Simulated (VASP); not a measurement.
# BiTe in VASP: notebook

BiTe is run at these levels: PBEsol; tasks: single point.

Everything below comes from runs of VASP 6.6.1. Logs are shortened: lines on timing, memory, paths and dates and some standing lists are left out, and cuts for length are marked.

### 1 The cell of the first run

Symmetry: Fm-3m, No. 225, cubic system. The conventional cell has a = 6.458 Å, b = 6.458 Å, c = 6.458 Å, α = 90.00°, β = 90.00°, γ = 90.00°. Bi (site symmetry m-3m) has 6 Te at 3.23 Å within 4.2 Å. Within 4.2 Å of Te (site symmetry m-3m) lie 6 Bi at 3.23 Å.

### 2 Single point, PBEsol (33.67 Å³/atom)

INCAR reads:

```
PREC = Accurate
ENCUT = 520
EDIFF = 1E-7
ISMEAR = 0
SIGMA = 0.05
LREAL = False
LASPH = True
NELM = 100
ALGO = Normal
ISIF = 2
LWAVE = False
LCHARG = False
GGA = PS
NBANDS = 18
```

KPOINTS reads:

```
regular mesh
0
Gamma
  8 8 8
```

POSCAR reads:

```
BiTe
1.0
    0.0000000000      3.2292099617      3.2292099617
    3.2292099617      0.0000000000      3.2292099617
    3.2292099617      3.2292099617      0.0000000000
Bi Te
1 1
Direct
    0.5000000000      0.5000000000      0.5000000000
    0.0000000000      0.0000000000      0.0000000000
```

Potentials or basis: VASP PAW PBE potentials, release 64 (Bi_d, Te).

Command:

```console
$ cat potpaw_PBE.64/Bi_d/POTCAR potpaw_PBE.64/Te/POTCAR > POTCAR
$ mpirun -np 1 vasp_std > vasp.out
```

OUTCAR:

```text
PREC = Accurate
   ENCUT = 520
   EDIFF = 1E-7
   ISMEAR = 0
   LREAL = False
   LASPH = True
   NELM = 100
   ISIF = 2
   GGA = PS

 ion  position               nearest neighbor table
   1  0.500  0.500  0.500-   2 3.23   2 3.23   2 3.23   2 3.23   2 3.23   2 3.23
   2  0.000  0.000  0.000-   1 3.23   1 3.23   1 3.23   1 3.23   1 3.23   1 3.23

  LATTYP: Found a face centered cubic cell.
 ALAT       =     6.4584199234

  Lattice vectors:

 A1 = (   0.0000000000,   3.2292099617,   3.2292099617)
 A2 = (   3.2292099617,   0.0000000000,   3.2292099617)
 A3 = (   3.2292099617,   3.2292099617,   0.0000000000)

Analysis of symmetry for initial positions (statically):
=====================================================================
 Subroutine PRICEL returns:
 Original cell was already a primitive cell.

 Routine SETGRP: Setting up the symmetry group for a
 face centered cubic supercell.

 Subroutine GETGRP returns: Found 48 space group operations
 (whereof 48 operations were pure point group operations)
 out of a pool of 48 trial point group operations.

The static configuration has the point symmetry O_h .

Analysis of symmetry for dynamics (positions and initial velocities):
=====================================================================
 Subroutine PRICEL returns:
 Original cell was already a primitive cell.

 Routine SETGRP: Setting up the symmetry group for a
 face centered cubic supercell.

 Subroutine GETGRP returns: Found 48 space group operations
 (whereof 48 operations were pure point group operations)
 out of a pool of 48 trial point group operations.

The dynamic configuration has the point symmetry O_h .

 Subroutine INISYM returns: Found 48 space group operations
 (whereof 48 operations are pure point group operations),
 and found     1 'primitive' translations

----------------------------------------------------------------------------------------

                                     Primitive cell

  volume of cell :      67.3471

  direct lattice vectors                    reciprocal lattice vectors
     0.000000000  3.229209962  3.229209962    -0.154836634  0.154836634  0.154836634
     3.229209962  0.000000000  3.229209962     0.154836634 -0.154836634  0.154836634
     3.229209962  3.229209962  0.000000000     0.154836634  0.154836634 -0.154836634

  length of vectors
     4.566792524  4.566792524  4.566792524     0.268184916  0.268184916  0.268184916

  position of ions in fractional coordinates (direct lattice)
     0.500000000  0.500000000  0.500000000
     0.000000000  0.000000000  0.000000000

  ion indices of the primitive-cell ions
   primitive index   ion index
                 1           1
                 2           2

----------------------------------------------------------------------------------------

 KPOINTS: regular mesh

Automatic generation of k-mesh.
 Grid dimensions read from file:
 generate k-points for:    8    8    8

 Generating k-lattice:

  Cartesian coordinates                     Fractional coordinates (reciprocal lattice)
    -0.019354579  0.019354579  0.019354579     0.125000000  0.000000000  0.000000000
     0.019354579 -0.019354579  0.019354579     0.000000000  0.125000000  0.000000000
     0.019354579  0.019354579 -0.019354579     0.000000000  0.000000000  0.125000000

  Length of vectors
     0.033523115  0.033523115  0.033523115

  Shift w.r.t. Gamma in fractional coordinates (k-lattice)
     0.000000000  0.000000000  0.000000000

 Subroutine IBZKPT returns following result:
 ===========================================

 Found     29 irreducible k-points:

 Following reciprocal coordinates:
            Coordinates               Weight
  0.000000  0.000000  0.000000      1.000000
  0.125000  0.000000  0.000000      8.000000
  0.250000  0.000000  0.000000      8.000000
  0.375000  0.000000  0.000000      8.000000
  0.500000  0.000000  0.000000      4.000000
  0.125000  0.125000  0.000000      6.000000
[... 16 lines left out ...]
  0.500000  0.250000  0.125000     48.000000
 -0.375000  0.250000  0.125000     24.000000
 [... further k-points ...]
   k-points           NKPTS =     29   k-points in BZ     NKDIM =     29   number of bands    NBANDS=     18
   number of dos      NEDOS =    301   number of ions     NIONS =      2
   total plane-waves  NPLWV =  46656
   dimension x,y,z NGX =    36 NGY =   36 NGZ =   36
   dimension x,y,z NGXF=    72 NGYF=   72 NGZF=   72
   ions per type =               1   1
   NGX,Y,Z   is equivalent  to a cutoff of  13.11, 13.11, 13.11 a.u.
   NGXF,Y,Z  is equivalent  to a cutoff of  26.21, 26.21, 26.21 a.u.
 SYSTEM =  unknown system
   PREC   = accura    normal or accurate (medium, high low for compatibility)
   ISTART =      0    job   : 0-new  1-cont  2-samecut
   ICHARG =      2    charge: 1-file 2-atom 10-const
   ISPIN  =      1    spin polarized calculation?
   LNONCOLLINEAR =      F non collinear calculations
   LSORBIT =      F    spin-orbit coupling
[... 22 lines left out ...]
     AMIX     =   0.40;   BMIX     =  1.00
     AMIX_MAG =   1.60;   BMIX_MAG =  1.00
  volume/ion in A,a.u.               =      33.67       227.24
  Fermi-wavevector in a.u.,A,eV,Ry     =   1.110133  2.097847 16.767753  1.232395
  Thomas-Fermi vector in A             =   2.246681
   LORBIT       =      0    0 simple, 1 ext, 2 COOP (PROOUT), +10 PAW based schemes
   GGA     = PS    functional components
   LHFCALC =     F    Hartree Fock is set to
   AEXX    =    0.0000 exact exchange contribution
   IVDW    =     0    specifies the selected vdW correction
   LEPSILON=     F    determine dielectric tensor
   LRPA    =     F    only Hartree local field effects (RPA)
 non-spin polarized calculation
 Gauss-broadening in eV      SIGMA  =   0.05
  energy-cutoff  :      520.00
  volume of cell :       67.35
 maximum number of plane-waves:      1839
 NGX is ok and might be reduce to    36
   NGX = 17   NGY = 17   NGZ = 17

 number of electron      21.0000002 magnetization

 Free energy of the ion-electron system (eV)
  ---------------------------------------------------
  ext. energy  EPLUGINS =         0.00000000
  ---------------------------------------------------
  free energy    TOTEN  =        -7.98567891 eV

  energy without entropy =       -7.98236827  energy(sigma->0) =       -7.98402359

 E-fermi :   6.5267     XC(G=0):  -9.6154

 val. band max:        6.5150326482   @ k =   0.5000   0.2500   0.1250
 cond. band min:       6.5383227902   @ k =  -0.2500   0.2500   0.0000
 fundamental gap:      0.0232901421
 Fermi energy:         6.5266622833

 k-point     1 :       0.0000    0.0000    0.0000
  band No.  band energies     occupation
      1     -16.4897      2.00000
      2     -16.4897      2.00000
      3     -16.4853      2.00000
      4     -16.4853      2.00000
      5     -16.4853      2.00000
      6      -7.0161      2.00000
[... 10 lines left out ...]
     17      12.5756      0.00000
     18      12.9807      0.00000

 k-point     2 :       0.1250    0.0000    0.0000
  band No.  band energies     occupation
      1     -16.4903      2.00000
      2     -16.4903      2.00000
      3     -16.4850      2.00000
      4     -16.4844      2.00000
      5     -16.4844      2.00000
      6      -6.8755      2.00000
[... 10 lines left out ...]
     17      13.4950      0.00000
     18      13.9942      0.00000

 k-point     3 :       0.2500    0.0000    0.0000
  band No.  band energies     occupation
      1     -16.4919      2.00000
      2     -16.4919      2.00000
      3     -16.4843      2.00000
      4     -16.4819      2.00000
      5     -16.4819      2.00000
      6      -6.4598      2.00000
[... 10 lines left out ...]
     17      15.2776      0.00000
     18      15.7483      0.00000

 k-point     4 :       0.3750    0.0000    0.0000
  band No.  band energies     occupation
      1     -16.4938      2.00000
      2     -16.4938      2.00000
      3     -16.4837      2.00000
      4     -16.4792      2.00000
      5     -16.4792      2.00000
      6      -5.7914      2.00000
[... 375 lines left out ...]
      4     -16.4801      2.00000
      5     -16.4795      2.00000
      6      -6.1233      2.00000
[... 10 lines left out ...]
     17      14.3548      0.00000
     18      15.6077      0.00000

 k-point    23 :       0.5000    0.2500    0.1250
  band No.  band energies     occupation
      1     -16.4968      2.00000
      2     -16.4910      2.00000
      3     -16.4838      2.00000
      4     -16.4792      2.00000
      5     -16.4778      2.00000
      6      -5.5131      2.00000
[... 10 lines left out ...]
     17      15.2473      0.00000
     18      16.1198      0.00000

 k-point    24 :      -0.3750    0.2500    0.1250
  band No.  band energies     occupation
      1     -16.4970      2.00000
      2     -16.4918      2.00000
      3     -16.4821      2.00000
      4     -16.4800      2.00000
      5     -16.4769      2.00000
      6      -4.8827      2.00000
[... 10 lines left out ...]
     17      15.4878      0.00000
     18      17.5029      0.00000

 [... further k-points ...]

------------------------ aborting loop because EDIFF is reached ----------------------------------------

  FORCE on cell =-STRESS in cart. coord.  units (eV):
  Direction    XX          YY          ZZ          XY          YZ          ZX
  --------------------------------------------------------------------------------------
  -------------------------------------------------------------------------------------
  Total       -0.6830370     -0.6830370     -0.6830370      0.0000000      0.0000000      0.0000000
  in kB      -16.2493497    -16.2493497    -16.2493497      0.0000000      0.0000000      0.0000000
  external PRESSURE =     -16.2493497 kB  Pullay stress =       0.0000000 kB

 VOLUME and BASIS-vectors are now :
 -----------------------------------------------------------------------------
  energy-cutoff  :      520.00
  volume of cell :       67.35
      direct lattice vectors                 reciprocal lattice vectors
     0.000000000  3.229209962  3.229209962    -0.154836634  0.154836634  0.154836634
     3.229209962  0.000000000  3.229209962     0.154836634 -0.154836634  0.154836634
     3.229209962  3.229209962  0.000000000     0.154836634  0.154836634 -0.154836634

 POSITION                                       TOTAL-FORCE (eV/Angst)
 -----------------------------------------------------------------------------------
      3.22921      3.22921      3.22921        -0.000000     -0.000000     -0.000000
      0.00000      0.00000      0.00000         0.000000      0.000000      0.000000
 -----------------------------------------------------------------------------------
    total drift:                                0.000000      0.000000      0.000000

  FREE ENERGIE OF THE ION-ELECTRON SYSTEM (eV)
  ---------------------------------------------------
  free  energy   TOTEN  =        -7.9856789085 eV

  energy  without entropy=       -7.9823682669  energy(sigma->0) =       -7.98402359
```

Run time: 16 s. Hardware: 1 thread of Intel Xeon 6975P-C (Granite Rapids), shared host; peak memory 0.22 GiB.

Results:

- Free energy: -7.9857 eV
- Pressure: -1.6 GPa
- Band gap on the k mesh: zero (an odd number of electrons rules out a gap without spin polarisation)

Caveat: the PAW data sets were made with another functional, which shifts forces and pressure a little; spin-orbit coupling is left out, which moves the levels of the heavy elements.

### 3 Single point, PBEsol (33.90 Å³/atom)

This run uses another cell than the first one, of 33.90 Å³/atom.

INCAR reads:

```
PREC     = Accurate       # precision mode
ENCUT    = 520            # plane-wave cutoff, eV
EDIFF    = 1E-6           # SCF threshold, eV
ISMEAR   = 0              # smearing method
SIGMA    = 0.05           # smearing width, eV
LREAL    = False          # projectors in reciprocal space
LASPH    = True           # aspherical terms in the spheres
NELM     = 100            # most SCF steps
ALGO     = Normal         # electronic algorithm
ISIF     = 2              # what is computed and relaxed
LWAVE    = False          # write WAVECAR
LCHARG   = False          # write CHGCAR
GGA      = PS             # functional
NBANDS   = 18             # bands
```

KPOINTS is that of step 2.

POSCAR reads:

```
BiTe
1.0
    0.0000000000      3.2365520904      3.2365520904
    3.2365520904      0.0000000000      3.2365520904
    3.2365520904      3.2365520904      0.0000000000
Bi Te
1 1
Direct
    0.5000000000      0.5000000000      0.5000000000
    0.0000000000      0.0000000000      0.0000000000
```

Potentials or basis: VASP PAW PBE potentials, release 64 (Bi_d, Te).

Command:

```console
$ cat potpaw_PBE.64/Bi_d/POTCAR potpaw_PBE.64/Te/POTCAR > POTCAR
$ mpirun -np 1 vasp_std > vasp.out
```

It took 14 s on 1 thread of Intel Xeon 6975P-C (Granite Rapids), shared host; peak memory 0.22 GiB.

Results (log left out):

* Free energy: -7.9807 eV
* Pressure: -1.9 GPa
* Band gap on the k mesh: zero (an odd number of electrons rules out a gap without spin polarisation)

Levels at points of the mesh, in eV from the Fermi level:
| k point | band 7 | band 8 | band 9 | band 10 | band 11 | band 12 | band 13 | band 14 |
| --- | --- | --- | --- | --- | --- | --- | --- | --- |
| (0.00, 0.00, 0.00) | -8.12 | -2.50 | -2.50 | -2.50 | 2.18 | 2.18 | 2.18 | 4.67 |
| (0.50, 0.00, 0.00) | -11.22 | -1.88 | -1.88 | -1.58 | -0.83 | -0.59 | -0.59 | 7.26 |
| (0.50, 0.50, 0.00) | -9.93 | -5.64 | -3.98 | -3.98 | 2.21 | 3.61 | 3.61 | 4.97 |

Caveat: the PAW data sets were made with another functional, which shifts forces and pressure a little; spin-orbit coupling is left out, which moves the levels of the heavy elements.

### 4 Single point, PBEsol

This run uses another cell than the first one, of 34.19 Å³/atom.

INCAR reads:

```
SYSTEM = BiTe
  ALGO = Normal
  EDIFF = 1E-6
  ENCUT = 520
  GGA = PS
  ISIF = 2
  ISMEAR = 0
  LASPH = .TRUE.
  LCHARG = .FALSE.
  LREAL = .FALSE.
  LWAVE = .FALSE.
  NBANDS = 18
  NELM = 100
  PREC = Accurate
  SIGMA = 0.05
```

KPOINTS reads:

```
k-points
0
G
  8 8 8
  0 0 0
```

POSCAR reads:

```
BiTe
1.0
    0.0000000000      3.2457474954      3.2457474954
    3.2457474954      0.0000000000      3.2457474954
    3.2457474954      3.2457474954      0.0000000000
Bi Te
1 1
Direct
    0.5000000000      0.5000000000      0.5000000000
    0.0000000000      0.0000000000      0.0000000000
```

Command:

```console
$ cat potpaw_PBE.64/Bi_d/POTCAR potpaw_PBE.64/Te/POTCAR > POTCAR
$ mpirun -np 1 vasp_std > vasp.out
```

Run time: 14 s. Hardware: 1 thread of Intel Xeon 6975P-C (Granite Rapids), shared host; peak memory 0.21 GiB.

It converged, with:

* Free energy: -7.9732 eV
* Pressure: -2.3 GPa
* Band gap on the k mesh: zero (an odd number of electrons rules out a gap without spin polarisation)

Levels at points of the mesh, in eV from the Fermi level:
| k point | band 8 | band 9 | band 10 | band 11 | band 12 | band 13 |
| --- | --- | --- | --- | --- | --- | --- |
| (0.00, 0.00, 0.00) | -2.48 | -2.48 | -2.48 | 2.16 | 2.16 | 2.16 |
| (0.50, 0.00, 0.00) | -1.86 | -1.86 | -1.58 | -0.82 | -0.58 | -0.58 |
| (0.50, 0.50, 0.00) | -5.58 | -3.94 | -3.94 | 2.24 | 3.58 | 3.58 |

Caveat: the PAW data sets were made with another functional, which shifts forces and pressure a little; spin-orbit coupling is left out, which moves the levels of the heavy elements.

### 5 Single point, PBEsol (atom 1 (Bi) moved 0.05 Å along y)

INCAR reads:

```
PREC     = Accurate       # precision mode
ENCUT    = 520            # plane-wave cutoff, eV
EDIFF    = 1E-6           # SCF threshold, eV
ISMEAR   = 0              # smearing method
SIGMA    = 0.05           # smearing width, eV
LREAL    = F              # projectors in reciprocal space
LASPH    = T              # aspherical terms in the spheres
NELM     = 100            # most SCF steps
ALGO     = Normal         # electronic algorithm
ISIF     = 2              # what is computed and relaxed
LWAVE    = F              # write WAVECAR
LCHARG   = F              # write CHGCAR
GGA      = PS             # functional
NBANDS   = 18             # bands
```

KPOINTS reads:

```
regular mesh
0
Gamma
  8 8 8
```

POSCAR reads:

```
BiTe
1.0
    0.0000000000      3.1945141882      3.1945141882
    3.1945141882      0.0000000000      3.1945141882
    3.1945141882      3.1945141882      0.0000000000
Bi Te
1 1
Direct
    0.5078259161      0.4921740839      0.5078259161
    0.0000000000      0.0000000000      0.0000000000
```

Command:

```console
$ cat potpaw_PBE.64/Bi_d/POTCAR potpaw_PBE.64/Te/POTCAR > POTCAR
$ mpirun -np 1 vasp_std > vasp.out
```

Run time: 24 s. Hardware: 1 thread of Intel Xeon 6975P-C (Granite Rapids), shared host; peak memory 0.24 GiB.

It converged, with:

* Free energy: -7.9916 eV
* Pressure: 0.1 GPa
* Largest force: 0.187 eV/Å
* Band gap on the k mesh: zero (an odd number of electrons rules out a gap without spin polarisation)

Forces on the atoms (eV/Å):
```
Bi   0.000 -0.187  0.000
Te   0.000  0.187  0.000
```

Levels at points of the mesh, in eV from the Fermi level:
| k point | band 7 | band 8 | band 9 | band 10 | band 11 | band 12 | band 13 | band 14 |
| --- | --- | --- | --- | --- | --- | --- | --- | --- |
| (0.00, 0.00, 0.00) | -7.97 | -2.62 | -2.61 | -2.61 | 2.24 | 2.24 | 2.26 | 4.60 |
| (0.50, 0.00, 0.00) | -11.34 | -1.98 | -1.96 | -1.58 | -0.84 | -0.66 | -0.63 | 7.33 |
| (0.50, 0.50, 0.00) | -9.94 | -5.91 | -4.17 | -4.16 | 2.04 | 3.81 | 3.82 | 5.26 |
| (0.50, 0.00, 0.50) | -9.95 | -5.90 | -4.17 | -4.17 | 2.06 | 3.80 | 3.80 | 5.27 |

Caveat: the cell differs from its parent crystal (atom 1 (Bi) moved 0.05 Å along y); the PAW data sets were made with another functional, which shifts forces and pressure a little; spin-orbit coupling is left out, which moves the levels of the heavy elements.

### 6 Single point, PBEsol

This run uses another cell than the first one, of 33.25 Å³/atom.

INCAR reads:

```
SYSTEM = BiTe
ALGO = Normal ; EDIFF = 1E-6
ENCUT = 520 ; GGA = PS
ISIF = 2 ; ISMEAR = 0
LASPH = .True. ; LCHARG = .False.
LREAL = .False. ; LWAVE = .False.
NBANDS = 18 ; NELM = 60
PREC = Accurate ; SIGMA = 0.05
```

KPOINTS reads:

```
k-points
0
Gamma
  8 8 8
  0 0 0
```

POSCAR reads:

```
BiTe
1.0
    0.0000000000      3.2584044720      3.1945141882
    3.1945141882      0.0000000000      3.1945141882
    3.1945141882      3.2584044720      0.0000000000
Bi Te
1 1
Direct
    0.5000000000      0.5000000000      0.5000000000
    0.0000000000      0.0000000000      0.0000000000
```

Potentials or basis: VASP PAW PBE potentials, release 64 (Bi_d, Te).

Command:

```console
$ cat potpaw_PBE.64/Bi_d/POTCAR potpaw_PBE.64/Te/POTCAR > POTCAR
$ mpirun -np 1 vasp_std > vasp.out
```

Wall time 26 s (1 thread of Intel Xeon 6975P-C (Granite Rapids), shared host); peak memory 0.24 GiB.

Results (log left out):

```
Free energy            : -7.9884 eV
Pressure               : -0.9 GPa
Band gap on the k mesh : zero (an odd number of electrons rules out a gap without spin polarisation)
```

Stress tensor (GPa, compression positive):
```
-0.29  0.00  0.00
 0.00 -2.26  0.00
 0.00  0.00 -0.29
```

Levels at points of the mesh, in eV from the Fermi level:
```
           k point  band 7  band 8  band 9  band 10  band 11  band 12  band 13  band 14
(0.00, 0.00, 0.00)   -8.08   -2.68   -2.68    -2.42     1.88     2.34     2.34     4.50
(0.50, 0.00, 0.00)  -11.33   -1.98   -1.93    -1.60    -0.89    -0.67    -0.64     7.27
(0.50, 0.50, 0.00)  -10.04   -5.83   -4.24    -3.99     2.09     3.41     3.89     5.18
(0.50, 0.00, 0.50)   -9.83   -5.76   -4.09    -4.09     2.13     3.72     3.72     4.88
```

Caveat: the PAW data sets were made with another functional, which shifts forces and pressure a little; spin-orbit coupling is left out, which moves the levels of the heavy elements.

### 7 Summary

| cell | gap on the mesh (eV) | pressure (GPa) |
| --- | --- | --- |
| a = 4.567 Å, angles 60.0°, 2 atoms, atomic positions A | none | -1.6 |
| a = 4.577 Å, angles 60.0°, 2 atoms, atomic positions A | none | -1.9 |
| a = 4.590 Å, angles 60.0°, 2 atoms, atomic positions A | none | -2.3 |
| a = 4.518 Å, angles 60.0°, 2 atoms, atomic positions B | none | 0.1 |
| a = 4.563, b = 4.518 Å, angles 60.3, 59.3, 60.3°, 2 atoms, atomic positions A | none | -0.9 |

Alike in all rows: task single point; level PBEsol; potentials or basis VASP PAW PBE potentials, release 64 (Bi_d, Te); no spin polarisation; k mesh 8 × 8 × 8; cutoff (eV) 520; smearing gaussian 0.05 eV.

Caveats: the PAW data sets were made with another functional, which shifts forces and pressure a little; spin-orbit coupling is left out, which moves the levels of the heavy elements.

Absolute energies hang on the potentials; compare differences alone.
